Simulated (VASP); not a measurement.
A run of VASP 6.6.1 is set up as follows.

The input POSCAR:

```
Al3GaN4
1.0
   -5.0380822009      0.0000000000     -0.0000609628
    0.0000000000     -3.1249488261      0.0000000000
   -4.0370472454      0.0000000000     10.8207371909
Al Ga N
6 2 8
Direct
   -0.0668436917      0.5000000000      0.7082775373
    0.3331563083      0.5000000000      0.2082775373
    0.9656508545      0.5000000000      0.0421009685
    0.5656508545      0.5000000000      0.5421009685
    0.3666178886      1.0000000000      0.7904722320
    0.7666178886      1.0000000000      0.2904722320
   -0.2656964732      1.0000000000      0.9577522322
    0.1343035268      1.0000000000      0.4577522322
    0.1230462163      1.0000000000      0.9578085062
    0.5230462163      1.0000000000      0.4578085062
    0.3107514938      0.5000000000      0.7082161458
    0.7107514938      0.5000000000      0.2082161458
    0.3385939981      0.5000000000      0.0449905032
   -0.0614060019      0.5000000000      0.5449905032
   -0.2534796865      1.0000000000      0.7875823748
    0.1465203135      1.0000000000      0.2875823748
```

File INCAR.step1:

```
SYSTEM = Al3GaN4
ALGO = Normal ; EDIFF = 1E-4
ENCUT = 520 ; GGA = PE
ISMEAR = 0 ; LASPH = .True.
LCHARG = .False. ; LREAL = Auto
LWAVE = .True. ; NBANDS = 56
NELM = 80 ; PREC = Accurate
SIGMA = 0.05
```

Contents of INCAR.step2:

```
SYSTEM = Al3GaN4
ALGO = Normal ; EDIFF = 1E-6
ENCUT = 520 ; ISIF = 2
ISMEAR = 0 ; ISTART = 1
LASPH = .True. ; LCHARG = .False.
LMIXTAU = .True. ; LREAL = Auto
LWAVE = .False. ; METAGGA = R2SCAN
NBANDS = 56 ; NELM = 80
PREC = Accurate ; SIGMA = 0.05
```

KPOINTS

```
k-points
0
Gamma
  5 7 2
  0 0 0
```

Potentials or basis: VASP PAW PBE potentials, release 64 (Al, Ga_d, N).

Launch:

```sh
$ cat potpaw_PBE.64/Al/POTCAR potpaw_PBE.64/Ga_d/POTCAR potpaw_PBE.64/N/POTCAR > POTCAR
$ cp INCAR.step1 INCAR
$ mpirun -np 1 vasp_std > vasp.out
$ cp INCAR.step2 INCAR
$ mpirun -np 1 vasp_std > vasp.out
```

What does it give for the band gap on the k mesh?

0.25 eV (least direct gap 0.32 eV).

Estimate the pressure.

3.7 GPa.

Estimate the largest force.

6.697 eV/Å.

Stress tensor (GPa, compression positive):
```
 1.75  0.00 -9.26
 0.00  8.36  0.00
-9.26  0.00  0.99
```

Caveat: the cell differs from its parent crystal (the part above a cut slid along it); the stress differs along the axes, from 1 to 8 GPa; semilocal functionals underestimate gaps, and a narrow one can read as zero; the PAW data sets were made with another functional, which shifts forces and pressure a little. A k mesh can miss the band edges.
